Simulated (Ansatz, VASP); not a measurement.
**Rh in VASP and in Ansatz**

INCAR

```
SYSTEM = Rh
PREC = Accurate ; ENCUT = 520
EDIFF = 1E-6 ; ISMEAR = -1
SIGMA = 0.03 ; LREAL = .FALSE.
LASPH = .TRUE. ; NELM = 100
ALGO = Normal ; ISIF = 2
LWAVE = .FALSE. ; LCHARG = .FALSE.
GGA = PE ; NBANDS = 14
```

File KPOINTS:

```
regular mesh
0
G
  16 16 16
  0 0 0
```

POSCAR

```
Rh
1.0
    0.0000000000      1.9141434134      1.9141434134
    1.9141434134      0.0000000000      1.9141434134
    1.9141434134      1.9141434134      0.0000000000
Rh
1
Direct
    0.0000000000      0.0000000000      0.0000000000
```

Input for Ansatz:

```yaml
crystal:
  lattice:
    - [0.0, 1.9141434134, 1.9141434134]
    - [1.9141434134, 0.0, 1.9141434134]
    - [1.9141434134, 1.9141434134, 0.0]
  atoms:
    - { symbol: Rh, position: [0.0, 0.0, 0.0] }
kpoints:
  mp_grid: { grid: [16, 16, 16] }
scf:
  occupations: { method: fermi_dirac, width: 0.03 }
hamiltonian:
  xc: pbe
  pseudopotentials: { kind: all_electron, lapw: { basis_error: 0.00025 } }
output:
  forces: true
  stress: true
  eigenvalues: true
```

Change from the starting cell: volume scaled by 1.02.

Alike in both runs: task single point; functional PBE; k mesh 16 × 16 × 16; occupations fermi-dirac, width 0.03 eV; no spin polarisation.

|  | VASP | Ansatz |
| --- | --- | --- |
| version | VASP 6.6.1 | Ansatz 0.2.0 |
| potentials or method | VASP PAW PBE potentials, release 64 (Rh_pv), cutoff 520 eV | all-electron LAPW, scalar-relativistic |

|  | VASP | Ansatz | Ansatz less VASP |
| --- | --- | --- | --- |
| pressure (GPa) | 0.4 | 0.4 | -0.06 |

Ansatz ran all-electron here, and VASP with PAW potentials.
